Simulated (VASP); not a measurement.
# WC (P-6m2) in VASP: single point with LDA

Aim: the single point of WC with LDA.

Everything below comes from runs of VASP 6.6.1. Logs are shortened: lines on timing, memory, paths and dates and some standing lists are left out, and cuts for length are marked.

## Step 1: The cell of the first run

The structure is hexagonal, space group P-6m2 (No. 187). The conventional cell has a = 2.882 Å, b = 2.882 Å, c = 2.824 Å, α = 90.00°, β = 90.00°, γ = 120.00°. Within 2.9 Å of W (site symmetry -6m2) lie 6 C at 2.18 Å and 8 W at 2.82 to 2.88 Å. Within 2.9 Å of C (site symmetry -6m2) lie 6 W at 2.18 Å and 8 C at 2.82 to 2.88 Å.

## Step 2: Single point, LDA

File INCAR:

```
SYSTEM = WC
ALGO = Normal
EDIFF = 1E-6
ENCUT = 1300
GGA = CA
GGA_COMPAT = .False.
ISIF = 2
ISMEAR = 0
LASPH = .True.
LCHARG = .False.
LREAL = .False.
LWAVE = .False.
NBANDS = 16
NELM = 120
PREC = Accurate
SIGMA = 0.1
```

File KPOINTS:

```
k-points
0
Gamma
  9 9 6
  0 0 0
```

File POSCAR:

```
WC
1.0
    2.8820700000      0.0000000000      0.0000000000
   -1.4410350000      2.4959458400      0.0000000000
    0.0000000000      0.0000000000      2.8238700000
W C
1 1
Direct
    0.0000000000      0.0000000000      0.0000000000
    0.6666666700      0.3333333300      0.5000000000
```

Potentials or basis: VASP PAW LDA potentials, release 64 (W_sv, C_h).

Launch:

```console
$ cat potpaw_LDA.64/W_sv/POTCAR potpaw_LDA.64/C_h/POTCAR > POTCAR
$ mpirun -np 1 vasp_std > vasp.out
```

OUTCAR:

```text
SYSTEM = WC
   EDIFF = 1E-6
   ENCUT = 1300
   GGA = CA
   ISIF = 2
   ISMEAR = 0
   LASPH = .True.
   LREAL = .False.
   NELM = 120
   PREC = Accurate

 ion  position               nearest neighbor table
   1  0.000  0.000  0.000-   2 2.18   2 2.18   2 2.18   2 2.18   2 2.18   2 2.18
   2  0.667  0.333  0.500-   1 2.18   1 2.18   1 2.18   1 2.18   1 2.18   1 2.18

  LATTYP: Found a hexagonal cell.
 ALAT       =     2.8820700000
 C/A-ratio  =     0.9798061810

  Lattice vectors:

 A1 = (   2.8820700000,   0.0000000000,   0.0000000000)
 A2 = (  -1.4410350000,   2.4959458400,   0.0000000000)
 A3 = (   0.0000000000,   0.0000000000,   2.8238700000)

Analysis of symmetry for initial positions (statically):
=====================================================================
 Subroutine PRICEL returns:
 Original cell was already a primitive cell.

 Routine SETGRP: Setting up the symmetry group for a
 hexagonal supercell.

 Subroutine GETGRP returns: Found 12 space group operations
 (whereof 12 operations were pure point group operations)
 out of a pool of 24 trial point group operations.

The static configuration has the point symmetry D_3h.

Analysis of symmetry for dynamics (positions and initial velocities):
=====================================================================
 Subroutine PRICEL returns:
 Original cell was already a primitive cell.

 Routine SETGRP: Setting up the symmetry group for a
 hexagonal supercell.

 Subroutine GETGRP returns: Found 12 space group operations
 (whereof 12 operations were pure point group operations)
 out of a pool of 24 trial point group operations.

The dynamic configuration has the point symmetry D_3h.

 Subroutine INISYM returns: Found 12 space group operations
 (whereof 12 operations are pure point group operations),
 and found     1 'primitive' translations

----------------------------------------------------------------------------------------

                                     Primitive cell

  volume of cell :      20.3135

  direct lattice vectors                    reciprocal lattice vectors
     2.882070000  0.000000000  0.000000000     0.346972835  0.200324860  0.000000000
    -1.441035000  2.495945840  0.000000000     0.000000000  0.400649719  0.000000000
     0.000000000  0.000000000  2.823870000     0.000000000  0.000000000  0.354123950

  length of vectors
     2.882070000  2.882070004  2.823870000     0.400649720  0.400649719  0.354123950

  position of ions in fractional coordinates (direct lattice)
     0.000000000  0.000000000  0.000000000
     0.666666670  0.333333330  0.500000000

  ion indices of the primitive-cell ions
   primitive index   ion index
                 1           1
                 2           2

----------------------------------------------------------------------------------------

 KPOINTS: k-points

Automatic generation of k-mesh.
 Grid dimensions read from file:
 generate k-points for:    9    9    6

 Generating k-lattice:

  Cartesian coordinates                     Fractional coordinates (reciprocal lattice)
     0.038552537  0.022258318  0.000000000     0.111111111  0.000000000  0.000000000
     0.000000000  0.044516635  0.000000000     0.000000000  0.111111111  0.000000000
     0.000000000  0.000000000  0.059020658     0.000000000  0.000000000  0.166666667

  Length of vectors
     0.044516636  0.044516635  0.059020658

  Shift w.r.t. Gamma in fractional coordinates (k-lattice)
     0.000000000  0.000000000  0.000000000

 Subroutine IBZKPT returns following result:
 ===========================================

 Found     48 irreducible k-points:

 Following reciprocal coordinates:
            Coordinates               Weight
  0.000000  0.000000  0.000000      1.000000
  0.111111  0.000000  0.000000      6.000000
  0.222222  0.000000  0.000000      6.000000
  0.333333  0.000000  0.000000      6.000000
  0.444444  0.000000  0.000000      6.000000
  0.111111  0.111111  0.000000      6.000000
[... 16 lines left out ...]
  0.333333  0.222222  0.166667     24.000000
  0.333333  0.333333  0.166667      4.000000
 [... further k-points ...]
   k-points           NKPTS =     48   k-points in BZ     NKDIM =     48   number of bands    NBANDS=     16
   number of dos      NEDOS =    301   number of ions     NIONS =      2
   total plane-waves  NPLWV =  46656
   dimension x,y,z NGX =    36 NGY =   36 NGZ =   36
   dimension x,y,z NGXF=    72 NGYF=   72 NGZF=   72
   ions per type =               1   1
   NGX,Y,Z   is equivalent  to a cutoff of  20.77, 20.77, 21.19 a.u.
   NGXF,Y,Z  is equivalent  to a cutoff of  41.53, 41.53, 42.39 a.u.
 SYSTEM =  WC
   PREC   = accura    normal or accurate (medium, high low for compatibility)
   ISTART =      0    job   : 0-new  1-cont  2-samecut
   ICHARG =      2    charge: 1-file 2-atom 10-const
   ISPIN  =      1    spin polarized calculation?
   LNONCOLLINEAR =      F non collinear calculations
   LSORBIT =      F    spin-orbit coupling
   LASPH  =      T    aspherical Exc in radial PAW
   ENCUT  = 1300.0 eV  95.55 Ry    9.77 a.u.   8.47  8.47  8.30*2*pi/ulx,y,z
   NELM   =    120;   NELMIN=  2; NELMDL= -5     # of ELM steps
   EDIFF  = 0.1E-05   stopping-criterion for ELM
   LREAL  =      F    real-space projection
   EDIFFG = 0.1E-04   stopping-criterion for IOM
   NSW    =      0    number of steps for IOM
   IBRION =     -1    ionic relax: 0-MD 1-quasi-New 2-CG
   NFREE  =      0    steps in history (QN), initial steepest desc. (CG)
   ISIF   =      2    stress and relaxation
   ISYM   =      2    0-nonsym 1-usesym 2-fastsym
   POTIM  = 0.5000    time-step for ionic-motion
   TEBEG  =    0.0;   TEEND  =   0.0 temperature during run
   PSTRESS=    0.0 pullay stress
   NELECT =      18.0000    total number of electrons
   NUPDOWN=      -1.0000    fix difference up-down
   EMIN   =  10.00;   EMAX   =-10.00  energy-range for DOS
   EFERMI =   0.00;   METHOD = LEGACY
   ISMEAR =     0;   SIGMA  =   0.10  broadening in eV -4-tet -1-fermi 0-gaus
   EFERMI_NEDOS =   21; number of points for ismear=-14 and -15
   IALGO  =     38    algorithm
   IMIX   =      4    mixing-type and parameters
     AMIX     =   0.40;   BMIX     =  1.00
     AMIX_MAG =   1.60;   BMIX_MAG =  1.00
  volume/ion in A,a.u.               =      10.16        68.54
  Fermi-wavevector in a.u.,A,eV,Ry     =   1.572428  2.971459 33.640826  2.472531
  Thomas-Fermi vector in A             =   2.673864
   LORBIT       =      0    0 simple, 1 ext, 2 COOP (PROOUT), +10 PAW based schemes
   GGA     = CA    functional components
   LHFCALC =     F    Hartree Fock is set to
   AEXX    =    0.0000 exact exchange contribution
   IVDW    =     0    specifies the selected vdW correction
   LEPSILON=     F    determine dielectric tensor
   LRPA    =     F    only Hartree local field effects (RPA)
 non-spin polarized calculation
 Gauss-broadening in eV      SIGMA  =   0.10
  energy-cutoff  :     1300.00
  volume of cell :       20.31
 maximum number of plane-waves:      2200
 NGX is ok and might be reduce to    36
   NGX = 17   NGY = 17   NGZ = 17

 number of electron      18.0000000 magnetization

 Free energy of the ion-electron system (eV)
  ---------------------------------------------------
  ext. energy  EPLUGINS =         0.00000000
  ---------------------------------------------------
  free energy    TOTEN  =       -24.69907604 eV

  energy without entropy =      -24.69537149  energy(sigma->0) =      -24.69722377

 E-fermi :  11.6489     XC(G=0): -14.1391

 val. band max:       11.6475101373   @ k =   0.3333   0.2222   0.0000
 cond. band min:      11.6945431297   @ k =   0.0000   0.0000   0.0000
 fundamental gap:      0.0470329924
 Fermi energy:        11.6488769293

 k-point     1 :       0.0000    0.0000    0.0000
  band No.  band energies     occupation
      1     -61.8744      2.00000
      2     -26.1362      2.00000
      3     -25.9949      2.00000
      4     -25.9949      2.00000
      5      -2.8264      2.00000
      6       7.1653      2.00000
[... 8 lines left out ...]
     15      26.2081      0.00000
     16      28.6099      0.00000

 k-point     2 :       0.1111    0.0000    0.0000
  band No.  band energies     occupation
      1     -61.8665      2.00000
      2     -26.1216      2.00000
      3     -26.1067      2.00000
      4     -26.0201      2.00000
      5      -2.4937      2.00000
      6       7.1928      2.00000
[... 8 lines left out ...]
     15      25.6575      0.00000
     16      29.2918      0.00000

 k-point     3 :       0.2222    0.0000    0.0000
  band No.  band energies     occupation
      1     -61.8465      2.00000
      2     -26.3821      2.00000
      3     -26.0846      2.00000
      4     -26.0834      2.00000
      5      -1.6015      2.00000
      6       6.3061      2.00000
[... 8 lines left out ...]
     15      25.6069      0.00000
     16      30.0973      0.00000

 k-point     4 :       0.3333    0.0000    0.0000
  band No.  band energies     occupation
      1     -61.8236      2.00000
      2     -26.6828      2.00000
      3     -26.1545      2.00000
      4     -26.0422      2.00000
      5      -0.4441      2.00000
      6       5.2815      2.00000
[... 8 lines left out ...]
     15      26.8107      0.00000
     16      28.6493      0.00000
[... 324 lines left out ...]
 k-point    22 :       0.2222    0.2222    0.1667
  band No.  band energies     occupation
      1     -61.8027      2.00000
      2     -26.6697      2.00000
      3     -26.2861      2.00000
      4     -26.2149      2.00000
      5       0.4222      2.00000
      6       5.5903      2.00000
[... 8 lines left out ...]
     15      25.7833      0.00000
     16      28.4275      0.00000

 k-point    23 :       0.3333    0.2222    0.1667
  band No.  band energies     occupation
      1     -61.7913      2.00000
      2     -26.7357      2.00000
      3     -26.4028      2.00000
      4     -26.1907      2.00000
      5       1.0538      2.00000
      6       5.2776      2.00000
[... 8 lines left out ...]
     15      25.6021      0.00000
     16      28.6687      0.00000

 k-point    24 :       0.3333    0.3333    0.1667
  band No.  band energies     occupation
      1     -61.7873      2.00000
      2     -26.6323      2.00000
      3     -26.5729      2.00000
      4     -26.1822      2.00000
      5       1.2972      2.00000
      6       6.0240      2.00000
[... 8 lines left out ...]
     15      26.8424      0.00000
     16      28.1567      0.00000

 [... further k-points ...]

------------------------ aborting loop because EDIFF is reached ----------------------------------------

  FORCE on cell =-STRESS in cart. coord.  units (eV):
  Direction    XX          YY          ZZ          XY          YZ          ZX
  --------------------------------------------------------------------------------------
  -------------------------------------------------------------------------------------
  Total        0.3927306      0.3927306     -0.2904859     -0.0000000      0.0000000     -0.0000000
  in kB       30.9756842     30.9756843    -22.9113808     -0.0000000      0.0000000     -0.0000000
  external PRESSURE =      13.0133293 kB  Pullay stress =       0.0000000 kB

 VOLUME and BASIS-vectors are now :
 -----------------------------------------------------------------------------
  energy-cutoff  :     1300.00
  volume of cell :       20.31
      direct lattice vectors                 reciprocal lattice vectors
     2.882070000  0.000000000  0.000000000     0.346972835  0.200324860  0.000000000
    -1.441035000  2.495945840  0.000000000     0.000000000  0.400649719  0.000000000
     0.000000000  0.000000000  2.823870000     0.000000000  0.000000000  0.354123950

 POSITION                                       TOTAL-FORCE (eV/Angst)
 -----------------------------------------------------------------------------------
      0.00000      0.00000      0.00000        -0.000000      0.000000      0.000000
      1.44104      0.83198      1.41193         0.000000      0.000000      0.000000
 -----------------------------------------------------------------------------------
    total drift:                               -0.000005      0.000003      0.000000

  FREE ENERGIE OF THE ION-ELECTRON SYSTEM (eV)
  ---------------------------------------------------
  free  energy   TOTEN  =       -24.6990760394 eV

  energy  without entropy=      -24.6953714946  energy(sigma->0) =      -24.69722377
```

It took 27 s on 1 thread of Intel Xeon Platinum 8488C (Sapphire Rapids), shared host; peak memory 0.22 GiB.

What came out:

```yaml
Free_energy: -24.6991 eV
Pressure: 1.3 GPa
Band_gap_on_the_k_mesh: zero (bands 9 and 10 overlap by 1.18 eV)
```

Caveat: the k points lie up to 0.37 Å⁻¹ apart, too coarse for converged energies and pressures of a metal; spin-orbit coupling is left out, which moves the levels of the heavy elements.

The gap in the log of VASP goes by the Fermi energy; the results here count the filled bands.